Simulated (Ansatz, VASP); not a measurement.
BaMgPF: VASP beside Ansatz

File INCAR:

```
SYSTEM = BaMgPF
PREC = Accurate ; ENCUT = 600
EDIFF = 1E-7 ; ISMEAR = 0
SIGMA = 0.02 ; LREAL = .False.
LASPH = .True. ; NELM = 100
ALGO = Normal ; ISIF = 3
LWAVE = .False. ; LCHARG = .False.
GGA = CA ; IBRION = 2
NSW = 70 ; EDIFFG = -0.005
```

File KPOINTS:

```
Automatic mesh
0
Gamma
  6 6 4
  0 0 0
```

Contents of POSCAR:

```
BaMgPF
1.0
    4.3338564672      0.0000000000      0.0000000000
    0.0000000000      4.3338564672      0.0000000000
    0.0000000000      0.0000000000      9.5732924182
Ba P Mg F
2 2 2 2
Direct
    0.5000000000      0.0000000000      0.1605456130
    0.0000000000      0.5000000000      0.8394543870
    0.5000000000      0.0000000000      0.6531338968
    0.0000000000      0.5000000000      0.3468661032
    0.5000000000      0.5000000000      0.5000000000
    0.0000000000      0.0000000000      0.5000000000
    0.5000000000      0.5000000000      0.0000000000
    0.0000000000      0.0000000000      0.0000000000
```

Input for Ansatz:

```yaml
crystal:
  lattice:
    - [4.3338564672, 0.0, 0.0]
    - [0.0, 4.3338564672, 0.0]
    - [0.0, 0.0, 9.5732924182]
  atoms:
    - { symbol: Ba, position: [0.5, 0.0, 0.160545613] }
    - { symbol: Ba, position: [0.0, 0.5, 0.839454387] }
    - { symbol: P, position: [0.5, 0.0, 0.6531338968] }
    - { symbol: P, position: [0.0, 0.5, 0.3468661032] }
    - { symbol: Mg, position: [0.5, 0.5, 0.5] }
    - { symbol: Mg, position: [0.0, 0.0, 0.5] }
    - { symbol: F, position: [0.5, 0.5, 0.0] }
    - { symbol: F, position: [0.0, 0.0, 0.0] }
basis:
  ecutwfc: 420
kpoints:
  mp_grid: { grid: [6, 6, 4] }
hamiltonian:
  xc: lda
scf:
  occupations: { method: gaussian, width: 0.02 }
output:
  forces: true
  stress: true
  eigenvalues: true
relax:
  adjacent_minimum: "off"
  f_tol: 0.005
  max_steps: 50
  cell: { stress_tol: 0.05 }
```

Alike in both runs: task relaxation of cell and atoms; functional LDA; k mesh 6 × 6 × 4; occupations gaussian, width 0.02 eV; no spin polarisation.

```csv
,VASP,Ansatz
version,VASP 6.6.1,Ansatz 0.2.0
potentials or method,"VASP PAW LDA potentials, release 64 (Ba_sv, P, Mg, F), cutoff 600 eV","scalar-relativistic, plane waves, PAW"
valence electrons in the cell,48,64
```

|  | VASP | Ansatz | Ansatz less VASP |
| --- | --- | --- | --- |
| gap on the k mesh at the Fermi level, each at its own relaxed structure (eV) | 1.63 | 1.64 | +0.006 |
| relaxed volume (Å³/atom) | 20.94 | 20.75 | -0.187 |
| relaxed length of the cell vector where the two differ most in proportion (Å) | 9.285 | 9.240 | -0.0450 |

LDA's correlation is that of Perdew and Zunger in VASP and of Perdew and Wang (1992) in Ansatz. VASP's potentials hold 48 valence electrons a cell and Ansatz's 64, so a difference there can come from the potentials and not from the codes.

Neither program's run includes spin-orbit coupling.
